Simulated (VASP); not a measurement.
Input of a VASP 6.6.1 run:

Contents of INCAR:

```
PREC = Accurate ; ENCUT = 620
EDIFF = 1E-6 ; ISMEAR = -1
SIGMA = 0.05 ; LREAL = Auto
LASPH = T ; NELM = 200
ALGO = Normal ; ISIF = 2
LWAVE = F ; LCHARG = F
ISPIN = 2 ; MAGMOM = 0 0 0 0 0 0 0 0 0 0 0 0 0 0 0 0 1
LORBIT = 11 ; GGA = PS
NBANDS = 85 ; GGA_COMPAT = F
```

File KPOINTS:

```
regular mesh
0
Gamma
  2 2 2
```

File POSCAR:

```
Mg8O9
1.0
    0.0000000000      4.1948000000      4.1948000000
    4.1948000000      0.0000000000      4.1948000000
    4.1948000000      4.1948000000      0.0000000000
Mg O
8 9
Direct
    0.0266758844     -0.0074139411     -0.0152093068
    0.0381424621     -0.0540431010      0.4861733575
    0.0550085821      0.4557905025     -0.0022289501
    0.0298345571      0.4783899113      0.4722394393
    0.5003695051     -0.0167230857     -0.0106918089
    0.5028368456     -0.0058644035      0.4557785830
    0.5308119577      0.4672570802     -0.0049704396
    0.5545794794      0.4617741013      0.4658744159
    0.2657099266      0.2503337465      0.2182225613
    0.2725278917      0.2694764947      0.7169114141
    0.2507270907      0.7324187089      0.2362806332
    0.2450533994      0.7574496996      0.7485338991
    0.7680938305      0.2068275007      0.2376275389
    0.7632306665      0.2362210356      0.7412987508
    0.7482359111      0.7471869934      0.2458043292
    0.7734218556      0.7729450749      0.6132711929
    0.7462691904      0.6861471345      0.9062529799
```

Potentials or basis: VASP PAW PBE potentials, release 64 (Mg_sv, O).

The run is started by

```bash
$ cat potpaw_PBE.64/Mg_sv/POTCAR potpaw_PBE.64/O/POTCAR > POTCAR
$ mpirun -np 1 vasp_std > vasp.out
```

Question: Predict the net moment.

Answer: 0.00 μB per cell.

Question: Estimate the largest force.

Answer: 3.012 eV/Å.

Question: Predict the band gap on the k mesh.

Answer: 3.16 eV.

Question: What does it give for the pressure?

Answer: 22.1 GPa.

Stress tensor (GPa, compression positive):
```
25.59 -0.18 -2.19
-0.18 26.79 -1.22
-2.19 -1.22 13.98
```

Caveat: the k points lie up to 0.65 Å⁻¹ apart; the atoms stand as in a frame of molecular dynamics; the PAW data sets were made with another functional, which shifts forces and pressure a little.
